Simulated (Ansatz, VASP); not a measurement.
One calculation of NbP, two programs

```
Nb P
1.0
    -1.70777    1.70777    5.85269
     1.70777   -1.70777    5.85269
     1.70777    1.70777   -5.85269
Nb P
2 2
Direct
  0.24988 0.74988 0.50000
  0.49988 0.49988 0.00000
  0.83275 0.33275 0.50000
  0.08275 0.08275 0.00000
```

Alike in both runs: task single point; functional PBE; k mesh 11 × 11 × 11; occupations fermi-dirac, width 0.05 eV; no spin polarisation.

|  | VASP | Ansatz |
| --- | --- | --- |
| version | VASP 6.6.1 | Ansatz 0.2.0 |
| potentials or method | VASP PAW PBE potentials, release 64 (Nb_sv, P) | Ansatz PAW |
| plane-wave cutoff (eV) | 520 | 420 |
| valence electrons in the cell | 36 | 36 |

|  | VASP | Ansatz | Ansatz less VASP |
| --- | --- | --- | --- |
| gap on the k mesh at the Fermi level (eV) | none | none | - |
| pressure (GPa) | -10.9 | -10.6 | +0.31 |
| traceless stress, the component that is largest in VASP (GPa) | 0.75 | 0.73 | -0.019 |

A gap of «none» marks a metal or a gap that the smearing closes.
